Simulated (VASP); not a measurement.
# H9O4F in VASP: single point with LDA

Aim: the single point of H9O4F with LDA.

Program: VASP 6.6.1. These are calculated values, not measurements. Logs are shortened: lines on timing, memory, paths and dates and some standing lists are left out, and cuts for length are marked.

### Step 1. The cell of the first run

The cell holds a disordered packing, 14 atoms: a = 5.533 Å, b = 5.533 Å, c = 5.533 Å, α = 90.00°, β = 90.00°, γ = 90.00°.

### Step 2. Single point, LDA

INCAR

```
SYSTEM = H9O4F
PREC     = Accurate       ! precision mode
ENCUT    = 1010           ! plane-wave cutoff, eV
EDIFF    = 1E-6           ! SCF threshold, eV
ISMEAR   = -1             ! smearing method
SIGMA    = 0.02           ! smearing width, eV
LREAL    = .FALSE.        ! projectors in reciprocal space
LASPH    = .TRUE.         ! aspherical terms in the spheres
NELM     = 120            ! most SCF steps
ALGO     = Normal         ! electronic algorithm
ISIF     = 2              ! what is computed and relaxed
LWAVE    = .FALSE.        ! write WAVECAR
LCHARG   = .FALSE.        ! write CHGCAR
GGA      = CA             ! functional
NBANDS   = 33             ! bands
GGA_COMPAT= .FALSE.
```

KPOINTS

```
Automatic mesh
0
G
  1 1 1
  0 0 0
```

POSCAR

```
H9O4F
1.0
    5.5331330000      0.0000000000      0.0000000000
    0.0000000000      5.5331330000      0.0000000000
    0.0000000000      0.0000000000      5.5331330000
O H F
4 9 1
Direct
    0.3543742758      0.7694736418      0.5765088242
    0.0112232979      0.8022218154      0.1917358574
    0.5916539508      0.3995024157      0.7431413631
    0.7503524676      0.2078749960      0.1196609588
    0.3601576178      0.9328169050      0.6301312475
    0.2417979109      0.7653349377      0.4346362179
    0.0551405506      0.7202610167      0.0384230778
   -0.0516163266      0.6618854092      0.2952215318
    0.6425835056      0.3330120566      0.9116896341
    0.4873007752      0.5496162843      0.7073388621
    0.8099570352      0.2740942609      0.2748352516
    0.8222285638      0.0450016293      0.1207453354
    0.7488885592      0.4122799868      0.6246009268
    0.9146716697      0.4531067661      0.4660831395
```

Potentials or basis: VASP PAW LDA potentials, release 64 (O_h, H_h, F_h).

Command:

```bash
$ cat potpaw_LDA.64/O_h/POTCAR potpaw_LDA.64/H_h/POTCAR potpaw_LDA.64/F_h/POTCAR > POTCAR
$ mpirun -np 1 vasp_gam > vasp.out
```

OUTCAR:

```text
SYSTEM = H9O4F
   PREC = Accurate
   ENCUT = 1010
   EDIFF = 1E-6
   ISMEAR = -1
   LREAL = .FALSE.
   LASPH = .TRUE.
   NELM = 120
   ISIF = 2
   GGA = CA

 ion  position               nearest neighbor table
   1  0.354  0.769  0.577-   5 0.95   6 1.00
   2  0.011  0.802  0.192-   7 0.99   8 1.03
   3  0.592  0.400  0.743-  10 1.03   9 1.04  13 1.09
   4  0.750  0.208  0.120-  12 0.99  11 0.99
   5  0.360  0.933  0.630-   1 0.95
   6  0.242  0.765  0.435-   1 1.00
   7  0.055  0.720  0.038-   2 0.99
   8  0.948  0.662  0.295-   2 1.03
   9  0.643  0.333  0.912-   3 1.04
  10  0.487  0.550  0.707-   3 1.03
  11  0.810  0.274  0.275-   4 0.99
  12  0.822  0.045  0.121-   4 0.99
  13  0.749  0.412  0.625-   3 1.09
  14  0.915  0.453  0.466-

  LATTYP: Found a simple cubic cell.
 ALAT       =     5.5331330000

  Lattice vectors:

 A1 = (   5.5331330000,   0.0000000000,   0.0000000000)
 A2 = (   0.0000000000,   5.5331330000,   0.0000000000)
 A3 = (   0.0000000000,   0.0000000000,   5.5331330000)

Analysis of symmetry for initial positions (statically):
=====================================================================
 Subroutine PRICEL returns:
 Original cell was already a primitive cell.

 Routine SETGRP: Setting up the symmetry group for a
 simple cubic supercell.

 Subroutine GETGRP returns: Found  1 space group operations
 (whereof  1 operations were pure point group operations)
 out of a pool of 48 trial point group operations.

The static configuration has the point symmetry C_1 .

Analysis of symmetry for dynamics (positions and initial velocities):
=====================================================================
 Subroutine PRICEL returns:
 Original cell was already a primitive cell.

 Routine SETGRP: Setting up the symmetry group for a
 simple cubic supercell.

 Subroutine GETGRP returns: Found  1 space group operations
 (whereof  1 operations were pure point group operations)
 out of a pool of 48 trial point group operations.

The dynamic configuration has the point symmetry C_1 .

 Subroutine INISYM returns: Found  1 space group operations
 (whereof  1 operations are pure point group operations),
 and found     1 'primitive' translations
[... 103 lines left out ...]
   POTIM  = 0.5000    time-step for ionic-motion
   TEBEG  =    0.0;   TEEND  =   0.0 temperature during run
   PSTRESS=    0.0 pullay stress
   NELECT =      40.0000    total number of electrons
   NUPDOWN=      -1.0000    fix difference up-down
   EMIN   =  10.00;   EMAX   =-10.00  energy-range for DOS
   EFERMI =   0.00;   METHOD = LEGACY
   ISMEAR =    -1;   SIGMA  =   0.02  broadening in eV -4-tet -1-fermi 0-gaus
   EFERMI_NEDOS =   21; number of points for ismear=-14 and -15
   IALGO  =     38    algorithm
   IMIX   =      4    mixing-type and parameters
     AMIX     =   0.40;   BMIX     =  1.00
     AMIX_MAG =   1.60;   BMIX_MAG =  1.00
  volume/ion in A,a.u.               =      12.10        81.65
  Fermi-wavevector in a.u.,A,eV,Ry     =   1.011868  1.912153 13.930681  1.023876
  Thomas-Fermi vector in A             =   2.144943
   LORBIT       =      0    0 simple, 1 ext, 2 COOP (PROOUT), +10 PAW based schemes
   GGA     = CA    functional components
   LHFCALC =     F    Hartree Fock is set to
   AEXX    =    0.0000 exact exchange contribution
   IVDW    =     0    specifies the selected vdW correction
   LEPSILON=     F    determine dielectric tensor
   LRPA    =     F    only Hartree local field effects (RPA)
 non-spin polarized calculation
  energy-cutoff  :     1010.00
  volume of cell :      169.40
 maximum number of plane-waves:      6147
 NGX is ok and might be reduce to    60
   NGX = 29   NGY = 29   NGZ = 29

 number of electron      39.9999999 magnetization

 Free energy of the ion-electron system (eV)
  ---------------------------------------------------
  ext. energy  EPLUGINS =         0.00000000
  ---------------------------------------------------
  free energy    TOTEN  =       -71.63289350 eV

  energy without entropy =      -71.63289350  energy(sigma->0) =      -71.63289350

 E-fermi :  -3.8368     XC(G=0):  -6.5215

 val. band max:       -4.3378009511   @ k =   0.0000   0.0000   0.0000
 cond. band min:       0.4539334766   @ k =   0.0000   0.0000   0.0000
 fundamental gap:      4.7917344278
 Fermi energy:        -3.8367878069

 k-point     1 :       0.0000    0.0000    0.0000
  band No.  band energies     occupation
      1     -24.7477      2.00000
      2     -22.9547      2.00000
      3     -22.5334      2.00000
      4     -22.1702      2.00000
      5     -21.6713      2.00000
      6     -11.7841      2.00000
[... 24 lines left out ...]
     31       8.2703      0.00000
     32       8.4494      0.00000
 [bands above 32 left out]

------------------------ aborting loop because EDIFF is reached ----------------------------------------

  FORCE on cell =-STRESS in cart. coord.  units (eV):
  Direction    XX          YY          ZZ          XY          YZ          ZX
  --------------------------------------------------------------------------------------
  -------------------------------------------------------------------------------------
  Total       -0.4715829     -0.5359385     -1.5924916      0.8515790      1.9493934     -0.9090909
  in kB       -4.4602095     -5.0688824    -15.0617147      8.0541961     18.4372754     -8.5981406
  external PRESSURE =      -8.1969356 kB  Pullay stress =       0.0000000 kB

 VOLUME and BASIS-vectors are now :
 -----------------------------------------------------------------------------
  energy-cutoff  :     1010.00
  volume of cell :      169.40
      direct lattice vectors                 reciprocal lattice vectors
     5.533133000  0.000000000  0.000000000     0.180729435  0.000000000  0.000000000
     0.000000000  5.533133000  0.000000000     0.000000000  0.180729435  0.000000000
     0.000000000  0.000000000  5.533133000     0.000000000  0.000000000  0.180729435

 POSITION                                       TOTAL-FORCE (eV/Angst)
 -----------------------------------------------------------------------------------
      1.96080      4.25760      3.18990        -0.279295     -1.257641     -0.334552
      0.06210      4.43880      1.06090         0.211193     -0.789036     -0.421487
      3.27370      2.21050      4.11190        -0.091377      0.137453     -0.609501
      4.15180      1.15020      0.66210        -0.407635     -0.180562     -0.404338
      1.99280      5.16140      3.48660         0.135994      1.112302      0.281691
      1.33790      4.23470      2.40490         0.217480      0.088069      0.188204
      0.30510      3.98530      0.21260        -0.053093      0.436039      0.550160
      5.24753      3.66230      1.63350        -0.078161      0.113464      0.057064
      3.55550      1.84260      5.04450         0.084931      0.025154      0.520822
      2.69630      3.04110      3.91380         0.060426     -0.202022      0.139798
      4.48160      1.51660      1.52070         0.134121      0.856744      0.182643
      4.54950      0.24900      0.66810         0.201592     -0.531582     -0.175722
      4.14370      2.28120      3.45600        -0.088893      0.307960     -0.105214
      5.06100      2.50710      2.57890        -0.047284     -0.116343      0.130432
 -----------------------------------------------------------------------------------
    total drift:                                0.001511      0.000806      0.001340

  FREE ENERGIE OF THE ION-ELECTRON SYSTEM (eV)
  ---------------------------------------------------
  free  energy   TOTEN  =       -71.6328934952 eV

  energy  without entropy=      -71.6328934952  energy(sigma->0) =      -71.63289350
```

OSZICAR:

```text
N       E                     dE             d eps       ncg     rms          rms(c)
DAV:   1     0.473683163082E+03    0.47368E+03   -0.28863E+04    66   0.182E+03
DAV:   2     0.149854987346E+02   -0.45870E+03   -0.43490E+03    99   0.329E+02
DAV:   3    -0.750968103205E+02   -0.90082E+02   -0.89163E+02    84   0.149E+02
DAV:   4    -0.783743883595E+02   -0.32776E+01   -0.32597E+01    84   0.310E+01
DAV:   5    -0.784646519790E+02   -0.90264E-01   -0.90240E-01   100   0.493E+00    0.157E+01
DAV:   6    -0.720066023196E+02    0.64580E+01   -0.19027E+01    84   0.235E+01    0.546E+00
DAV:   7    -0.717796212760E+02    0.22698E+00   -0.11939E+00    84   0.558E+00    0.348E+00
DAV:   8    -0.716340085730E+02    0.14561E+00   -0.26078E-01    92   0.385E+00    0.667E-01
DAV:   9    -0.716276819095E+02    0.63267E-02   -0.28480E-02    84   0.129E+00    0.390E-01
DAV:  10    -0.716312229345E+02   -0.35410E-02   -0.27422E-02    84   0.102E+00    0.225E-01
DAV:  11    -0.716317865533E+02   -0.56362E-03   -0.24944E-03    84   0.450E-01    0.998E-02
DAV:  12    -0.716328676575E+02   -0.10811E-02   -0.21687E-03    92   0.308E-01    0.575E-02
DAV:  13    -0.716328671939E+02    0.46362E-06   -0.29612E-04   100   0.129E-01    0.172E-02
DAV:  14    -0.716328876237E+02   -0.20430E-04   -0.64496E-05    84   0.519E-02    0.107E-02
DAV:  15    -0.716328938334E+02   -0.62096E-05   -0.56554E-06    84   0.154E-02    0.904E-03
DAV:  16    -0.716328934952E+02    0.33816E-06   -0.44948E-06    76   0.173E-02
   1 F= -.71632893E+02 E0= -.71632893E+02  d E =-.137567E-10
```

Wall time 33 s (1 thread of AMD EPYC, shared host); peak memory 0.31 GiB.

What came out:

* Free energy: -71.6329 eV
* Pressure: -0.8 GPa
* Largest force: 1.331 eV/Å

Forces on the atoms (eV/Å):
```
O   -0.279 -1.258 -0.335
O    0.211 -0.789 -0.421
O   -0.091  0.137 -0.610
O   -0.408 -0.181 -0.404
H    0.136  1.112  0.282
H    0.217  0.088  0.188
H   -0.053  0.436  0.550
H   -0.078  0.113  0.057
H    0.085  0.025  0.521
H    0.060 -0.202  0.140
H    0.134  0.857  0.183
H    0.202 -0.532 -0.176
H   -0.089  0.308 -0.105
F   -0.047 -0.116  0.130
```

Caveat: the k points lie up to 1.14 Å⁻¹ apart, too coarse for converged energies, forces and pressures; the atoms stand as in a frame of molecular dynamics.
